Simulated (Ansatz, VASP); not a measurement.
## Two plane-wave programs on Cr

INCAR

```
SYSTEM = Cr
PREC     = Accurate       ! precision mode
ENCUT    = 500            ! plane-wave cutoff, eV
EDIFF    = 1E-6           ! SCF threshold, eV
ISMEAR   = -1             ! smearing method
SIGMA    = 0.1            ! smearing width, eV
LREAL    = .False.        ! projectors in reciprocal space
LASPH    = .True.         ! aspherical terms in the spheres
NELM     = 200            ! most SCF steps
ALGO     = Normal         ! electronic algorithm
ISIF     = 2              ! what is computed and relaxed
LWAVE    = .False.        ! write WAVECAR
LCHARG   = .True.         ! write CHGCAR
ISPIN    = 2              ! spin polarisation
MAGMOM   = 0              ! initial moments
LORBIT   = 11             ! projections on sites
LMAXMIX  = 4              ! l up to which the mixer works
GGA      = PE             ! functional
LELF     = .True.         ! ELF
LVHAR    = .True.       
NBANDS   = 16             ! bands
GGA_COMPAT= .False.
```

The input KPOINTS:

```
regular mesh
0
Gamma
  8 8 8
  0 0 0
```

The input POSCAR:

```
Cr
1.0
   -1.5110000000      1.5110000000      1.5110000000
    1.5110000000     -1.5110000000      1.5110000000
    1.5110000000      1.5110000000     -1.5110000000
Cr
1
Direct
    0.0000000000      0.0000000000      0.0000000000
```

Input for Ansatz:

```yaml
crystal:
  lattice:
    - [-1.511, 1.511, 1.511]
    - [1.511, -1.511, 1.511]
    - [1.511, 1.511, -1.511]
  atoms:
    - { symbol: Cr, position: [0, 0, 0] }
kpoints:
  mp_grid: { grid: [8, 8, 8], shift: [0, 0, 0] }
hamiltonian:
  xc: pbe
  pseudopotentials: { kind: paw }
magnetization:
  spin_polarized: true
scf:
  occupations: { method: fermi_dirac }
```

Alike in both runs: task single point; functional PBE; k mesh 8 × 8 × 8; collinear spin.

```csv
,VASP,Ansatz
version,VASP 6.6.1,Ansatz 0.2 development build
potentials or method,"VASP PAW PBE potentials, release 64 (Cr_pv)","PAW hard, scalar-relativistic"
plane-wave cutoff (eV),500,930
occupations,"fermi-dirac, width 0.1 eV",fermi-dirac
```

```tsv
	VASP	Ansatz	Ansatz less VASP
net moment per atom (μB)	0.00	0.00	0.000
```

The k mesh is coarse, so the values compare programs but aren't converged.
